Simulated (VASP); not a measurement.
# Be (P1) in VASP: single point with LDA

Aim: the single point of Be with LDA.

Everything below comes from runs of VASP 6.6.1. Logs are shortened: lines on timing, memory, paths and dates and some standing lists are left out, and cuts for length are marked.

### Step 1. The cell of the first run

The typed cell holds 4 atoms: a = 3.747 Å, b = 3.747 Å, c = 2.281 Å, α = 90.00°, β = 90.00°, γ = 90.00°.

### Step 2. Single point, LDA

File INCAR:

```
PREC = Accurate ; ENCUT = 600
EDIFF = 1E-6 ; ISMEAR = -1
SIGMA = 0.1 ; LREAL = F
LASPH = T ; NELM = 120
ALGO = Normal ; ISIF = 2
LWAVE = F ; LCHARG = F
NBANDS = 12 ; GGA_COMPAT = F
```

File KPOINTS:

```
regular mesh
0
Gamma
  4 4 6
```

File POSCAR:

```
Be
1.0
    3.7468100000      0.0000000000      0.0000000000
    0.0000000000      3.7468100000      0.0000000000
    0.0000000000      0.0000000000      2.2812800000
Be
4
Direct
    0.3000790963      0.2742098825     -0.0191344364
    0.6958341531      0.7257952650     -0.0050710623
    0.1995118784      0.7661392379      0.5385177344
    0.8045748546      0.2338556427      0.4856879596
```

Potentials or basis: VASP PAW LDA potentials, release 64 (Be).

The run is started by

```bash
$ cat potpaw_LDA.64/Be/POTCAR > POTCAR
$ mpirun -np 1 vasp_std > vasp.out
```

OUTCAR:

```text
PREC = Accurate
   ENCUT = 600
   EDIFF = 1E-6
   ISMEAR = -1
   LREAL = F
   LASPH = T
   NELM = 120
   ISIF = 2

 ion  position               nearest neighbor table
   1  0.300  0.274  0.981-   3 2.13   4 2.18   3 2.19   4 2.19   4 2.21   4 2.22   2 2.25   3 2.27
                             3 2.32
   2  0.696  0.726  0.995-   3 2.14   3 2.16   4 2.19   4 2.22   3 2.24   4 2.25   1 2.25   3 2.26
                             4 2.27
   3  0.200  0.766  0.539-   1 2.13   2 2.14   2 2.16   1 2.19   2 2.24   2 2.26   1 2.27   4 2.30
                             1 2.32
   4  0.805  0.234  0.486-   1 2.18   1 2.19   2 2.19   1 2.21   2 2.22   1 2.22   2 2.25   2 2.27
                             3 2.30

  LATTYP: Found a simple tetragonal cell.
 ALAT       =     3.7468100000
 C/A-ratio  =     0.6088592696

  Lattice vectors:

 A1 = (   3.7468100000,   0.0000000000,   0.0000000000)
 A2 = (   0.0000000000,   3.7468100000,   0.0000000000)
 A3 = (   0.0000000000,   0.0000000000,   2.2812800000)

Analysis of symmetry for initial positions (statically):
=====================================================================
 Subroutine PRICEL returns:
 Original cell was already a primitive cell.

 Routine SETGRP: Setting up the symmetry group for a
 simple tetragonal supercell.

 Subroutine GETGRP returns: Found  1 space group operations
 (whereof  1 operations were pure point group operations)
 out of a pool of 16 trial point group operations.

The static configuration has the point symmetry C_1 .

Analysis of symmetry for dynamics (positions and initial velocities):
=====================================================================
 Subroutine PRICEL returns:
 Original cell was already a primitive cell.

 Routine SETGRP: Setting up the symmetry group for a
 simple tetragonal supercell.

 Subroutine GETGRP returns: Found  1 space group operations
 (whereof  1 operations were pure point group operations)
 out of a pool of 16 trial point group operations.

The dynamic configuration has the point symmetry C_1 .

 Subroutine INISYM returns: Found  1 space group operations
 (whereof  1 operations are pure point group operations),
 and found     1 'primitive' translations

----------------------------------------------------------------------------------------

                                     Primitive cell

  volume of cell :      32.0259

  direct lattice vectors                    reciprocal lattice vectors
     3.746810000  0.000000000  0.000000000     0.266893704  0.000000000  0.000000000
     0.000000000  3.746810000  0.000000000     0.000000000  0.266893704  0.000000000
     0.000000000  0.000000000  2.281280000     0.000000000  0.000000000  0.438350400

  length of vectors
     3.746810000  3.746810000  2.281280000     0.266893704  0.266893704  0.438350400

  position of ions in fractional coordinates (direct lattice)
     0.300079096  0.274209883  0.980865564
     0.695834153  0.725795265  0.994928938
     0.199511878  0.766139238  0.538517734
     0.804574855  0.233855643  0.485687960

  ion indices of the primitive-cell ions
   primitive index   ion index
                 1           1
                 2           2
                 3           3
                 4           4

----------------------------------------------------------------------------------------

 KPOINTS: regular mesh

Automatic generation of k-mesh.
 Grid dimensions read from file:
 generate k-points for:    4    4    6

 Generating k-lattice:

  Cartesian coordinates                     Fractional coordinates (reciprocal lattice)
     0.066723426  0.000000000  0.000000000     0.250000000  0.000000000  0.000000000
     0.000000000  0.066723426  0.000000000     0.000000000  0.250000000  0.000000000
     0.000000000  0.000000000  0.073058400     0.000000000  0.000000000  0.166666667

  Length of vectors
     0.066723426  0.066723426  0.073058400

  Shift w.r.t. Gamma in fractional coordinates (k-lattice)
     0.000000000  0.000000000  0.000000000

 Subroutine IBZKPT returns following result:
 ===========================================

 Found     52 irreducible k-points:

 Following reciprocal coordinates:
            Coordinates               Weight
  0.000000  0.000000  0.000000      1.000000
  0.250000  0.000000  0.000000      2.000000
  0.000000  0.250000  0.000000      2.000000
  0.500000  0.000000  0.000000      1.000000
  0.000000  0.500000  0.000000      1.000000
  0.250000  0.250000  0.000000      2.000000
[... 16 lines left out ...]
 -0.250000  0.500000  0.166667      2.000000
  0.500000 -0.250000  0.166667      2.000000
 [... further k-points ...]
   k-points           NKPTS =     52   k-points in BZ     NKDIM =     52   number of bands    NBANDS=     12
   number of dos      NEDOS =    301   number of ions     NIONS =      4
   total plane-waves  NPLWV =  16200
   dimension x,y,z NGX =    30 NGY =   30 NGZ =   18
   dimension x,y,z NGXF=    60 NGYF=   60 NGZF=   36
   ions per type =               4
   NGX,Y,Z   is equivalent  to a cutoff of  13.31, 13.31, 13.12 a.u.
   NGXF,Y,Z  is equivalent  to a cutoff of  26.62, 26.62, 26.23 a.u.
 SYSTEM =  unknown system
   PREC   = accura    normal or accurate (medium, high low for compatibility)
   ISTART =      0    job   : 0-new  1-cont  2-samecut
   ICHARG =      2    charge: 1-file 2-atom 10-const
   ISPIN  =      1    spin polarized calculation?
   LNONCOLLINEAR =      F non collinear calculations
   LSORBIT =      F    spin-orbit coupling
   LASPH  =      T    aspherical Exc in radial PAW
   ENCUT  =  600.0 eV  44.10 Ry    6.64 a.u.   7.48  7.48  4.56*2*pi/ulx,y,z
   NELM   =    120;   NELMIN=  2; NELMDL= -5     # of ELM steps
   EDIFF  = 0.1E-05   stopping-criterion for ELM
   LREAL  =      F    real-space projection
   EDIFFG = 0.1E-04   stopping-criterion for IOM
   NSW    =      0    number of steps for IOM
   IBRION =     -1    ionic relax: 0-MD 1-quasi-New 2-CG
   NFREE  =      0    steps in history (QN), initial steepest desc. (CG)
   ISIF   =      2    stress and relaxation
   ISYM   =      2    0-nonsym 1-usesym 2-fastsym
   POTIM  = 0.5000    time-step for ionic-motion
   TEBEG  =    0.0;   TEEND  =   0.0 temperature during run
   PSTRESS=    0.0 pullay stress
   NELECT =       8.0000    total number of electrons
   NUPDOWN=      -1.0000    fix difference up-down
   EMIN   =  10.00;   EMAX   =-10.00  energy-range for DOS
   EFERMI =   0.00;   METHOD = LEGACY
   ISMEAR =    -1;   SIGMA  =   0.10  broadening in eV -4-tet -1-fermi 0-gaus
   EFERMI_NEDOS =   21; number of points for ismear=-14 and -15
   IALGO  =     38    algorithm
   IMIX   =      4    mixing-type and parameters
     AMIX     =   0.40;   BMIX     =  1.00
     AMIX_MAG =   1.60;   BMIX_MAG =  1.00
  volume/ion in A,a.u.               =       8.01        54.03
  Fermi-wavevector in a.u.,A,eV,Ry     =   1.031029  1.948362 14.463274  1.063021
  Thomas-Fermi vector in A             =   2.165157
   LORBIT       =      0    0 simple, 1 ext, 2 COOP (PROOUT), +10 PAW based schemes
   GGA     = CA    functional components
   LHFCALC =     F    Hartree Fock is set to
   AEXX    =    0.0000 exact exchange contribution
   IVDW    =     0    specifies the selected vdW correction
   LEPSILON=     F    determine dielectric tensor
   LRPA    =     F    only Hartree local field effects (RPA)
 non-spin polarized calculation
  energy-cutoff  :      600.00
  volume of cell :       32.03
 maximum number of plane-waves:      1089
 NGX is ok and might be reduce to    30
   NGX = 15   NGY = 15   NGZ =  9

 number of electron       8.0000000 magnetization

 Free energy of the ion-electron system (eV)
  ---------------------------------------------------
  ext. energy  EPLUGINS =         0.00000000
  ---------------------------------------------------
  free energy    TOTEN  =       -16.51122085 eV

  energy without entropy =      -16.49214623  energy(sigma->0) =      -16.50168354

 E-fermi :   6.5921     XC(G=0): -10.5803

 val. band max:        6.5231446346   @ k =   0.0000   0.2500   0.3333
 cond. band min:       6.6452671910   @ k =   0.2500   0.0000   0.1667
 fundamental gap:      0.1221225564
 Fermi energy:         6.5920588583

 k-point     1 :       0.0000    0.0000    0.0000
  band No.  band energies     occupation
      1      -4.4638      2.00000
      2       1.6539      2.00000
      3       1.9821      2.00000
      4       5.3523      1.99999
      5       6.4470      1.62025
      6      10.3420      0.00000
      7      11.4008      0.00000
      8      14.4368      0.00000
      9      15.6821      0.00000
     10      17.3258      0.00000
     11      21.9259      0.00000
     12      22.4078      0.00000

 k-point     2 :       0.2500    0.0000    0.0000
  band No.  band energies     occupation
      1      -3.9790      2.00000
      2      -0.1875      2.00000
      3       2.3456      2.00000
      4       6.2943      1.90306
      5       7.3778      0.00077
      6       7.9208      0.00000
      7      11.6725      0.00000
      8      16.2715      0.00000
      9      18.2240      0.00000
     10      19.3787      0.00000
     11      20.5600      0.00000
     12      21.6993      0.00000

 k-point     3 :       0.0000    0.2500    0.0000
  band No.  band energies     occupation
      1      -3.9784      2.00000
      2      -0.2107      2.00000
      3       2.4296      2.00000
      4       5.0857      2.00000
      5       8.6762      0.00000
      6       9.1862      0.00000
      7      10.3648      0.00000
      8      16.2538      0.00000
      9      18.0096      0.00000
     10      19.2993      0.00000
     11      20.3631      0.00000
     12      21.6321      0.00000
[... 286 lines left out ...]
 k-point    23 :      -0.2500    0.5000    0.1667
  band No.  band energies     occupation
      1      -1.5089      2.00000
      2      -1.3648      2.00000
      3       2.3235      2.00000
      4       2.4976      2.00000
      5      11.1926      0.00000
      6      11.3593      0.00000
      7      14.9038      0.00000
      8      15.1450      0.00000
      9      15.5189      0.00000
     10      15.8407      0.00000
     11      19.5103      0.00000
     12      19.6722      0.00000

 k-point    24 :       0.5000   -0.2500    0.1667
  band No.  band energies     occupation
      1      -1.4589      2.00000
      2      -1.4382      2.00000
      3       2.4627      2.00000
      4       2.5042      2.00000
      5      10.9066      0.00000
      6      10.9841      0.00000
      7      14.6780      0.00000
      8      14.7521      0.00000
      9      16.1843      0.00000
     10      16.4409      0.00000
     11      19.3287      0.00000
     12      19.5615      0.00000

 [... further k-points ...]
[... 5 lines left out ...]
  --------------------------------------------------------------------------------------
  -------------------------------------------------------------------------------------
  Total       -0.1535953     -3.1411469      0.1282145     -0.0837499     -0.1452024      0.2184275
  in kB       -7.6839862   -157.1436719      6.4142504     -4.1897974     -7.2641101     10.9273767
  external PRESSURE =     -52.8044692 kB  Pullay stress =       0.0000000 kB

 VOLUME and BASIS-vectors are now :
 -----------------------------------------------------------------------------
  energy-cutoff  :      600.00
  volume of cell :       32.03
      direct lattice vectors                 reciprocal lattice vectors
     3.746810000  0.000000000  0.000000000     0.266893704  0.000000000  0.000000000
     0.000000000  3.746810000  0.000000000     0.000000000  0.266893704  0.000000000
     0.000000000  0.000000000  2.281280000     0.000000000  0.000000000  0.438350400

 POSITION                                       TOTAL-FORCE (eV/Angst)
 -----------------------------------------------------------------------------------
      1.12434      1.02741      2.23763         0.359660     -0.100880      0.472410
      2.60716      2.71942      2.26971        -0.152235      0.085425      0.228746
      0.74753      2.87058      1.22851        -0.368365      0.255939     -0.851747
      3.01459      0.87621      1.10799         0.160940     -0.240484      0.150591
 -----------------------------------------------------------------------------------
    total drift:                               -0.000004      0.000019      0.000004

  FREE ENERGIE OF THE ION-ELECTRON SYSTEM (eV)
  ---------------------------------------------------
  free  energy   TOTEN  =       -16.5112208512 eV

  energy  without entropy=      -16.4921462341  energy(sigma->0) =      -16.50168354
```

It took 12 s on 1 thread of Intel Xeon Platinum 8259CL at 2.50GHz (Skylake/Cascade Lake), shared host; peak memory 0.13 GiB.

Results:

```
Free energy            : -16.5112 eV
Pressure               : -5.3 GPa
Largest force          : 0.963 eV/Å
Band gap on the k mesh : zero (band 4 reaches 7.53 eV, above the bottom of band 5 at 6.45 eV)
```

Forces in eV/Å, atoms in the order of the input:
```
Be   0.360 -0.101  0.472
Be  -0.152  0.085  0.229
Be  -0.368  0.256 -0.852
Be   0.161 -0.240  0.151
```

Stress tensor (GPa, compression positive):
```
 -0.77  -0.42   1.09
 -0.42 -15.71  -0.73
  1.09  -0.73   0.64
```

Levels at points of the mesh, in eV from the Fermi level:
```csv
k point,band 2,band 3,band 4,band 5,band 6,band 7
"(0.00, 0.00, 0.00)",-4.94,-4.61,-1.24,-0.15,3.75,4.81
"(0.50, 0.00, 0.00)",-9.11,-2.47,-2.40,0.98,1.02,9.07
"(0.00, 0.50, 0.00)",-9.05,-2.86,-2.69,1.75,1.78,8.50
"(0.50, 0.50, 0.00)",-7.19,-7.07,-7.03,8.07,8.29,8.53
"(0.00, 0.00, 0.50)",-5.70,0.88,0.94,1.66,2.06,2.21
"(0.50, 0.00, 0.50)",-4.40,-3.59,-3.14,3.38,3.97,5.08
"(0.00, 0.50, 0.50)",-4.07,-3.87,-3.59,3.61,4.04,4.42
"(0.50, 0.50, 0.50)",-3.73,-3.59,-3.53,1.75,1.78,1.98
```

Caveat: the k points lie up to 0.46 Å⁻¹ apart.
